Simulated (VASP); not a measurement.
A run of VASP 6.6.1:

File POSCAR:

```
NaH
1.0
    0.0000000000      2.4442297124      2.4442297124
    2.4442297124      0.0000000000      2.4442297124
    2.4442297124      2.4442297124      0.0000000000
Na H
1 1
Direct
    0.0000000000      0.0000000000      0.0000000000
    0.5000000000      0.5000000000      0.5000000000
```

INCAR.step1

```
SYSTEM = NaH
PREC = Accurate ; ENCUT = 520
ISMEAR = 0 ; SIGMA = 0.02
LREAL = .FALSE. ; LASPH = .TRUE.
NELM = 100 ; NBANDS = 11
GGA = PE ; ALGO = Normal
EDIFF = 1E-4 ; LWAVE = .TRUE.
LCHARG = .FALSE.
```

The input INCAR.step2:

```
SYSTEM = NaH
PREC = Accurate ; ENCUT = 520
EDIFF = 1E-6 ; ISMEAR = 0
SIGMA = 0.02 ; LREAL = .FALSE.
LASPH = .TRUE. ; NELM = 100
ALGO = Normal ; ISIF = 2
LWAVE = .FALSE. ; LCHARG = .FALSE.
METAGGA = R2SCAN ; LMIXTAU = .TRUE.
NBANDS = 11 ; ISTART = 1
```

KPOINTS

```
Automatic mesh
0
G
  8 8 8
  0 0 0
```

Potentials or basis: VASP PAW PBE potentials, release 64 (Na_pv, H).

The run is started by

```sh
$ cat potpaw_PBE.64/Na_pv/POTCAR potpaw_PBE.64/H/POTCAR > POTCAR
$ cp INCAR.step1 INCAR
$ mpirun -np 1 vasp_std > vasp.out
$ cp INCAR.step2 INCAR
$ mpirun -np 1 vasp_std > vasp.out
```

Hardware: 1 thread of AMD EPYC 7R43 64-Core Processor (Zen 3), with other jobs on the host.

Q: How long does it take, and how much memory?

A: Wall time 58 s on 1 thread of AMD EPYC 7R43 64-Core Processor (Zen 3) (shared host), peak memory 0.12 GiB. Counts: k points 29.
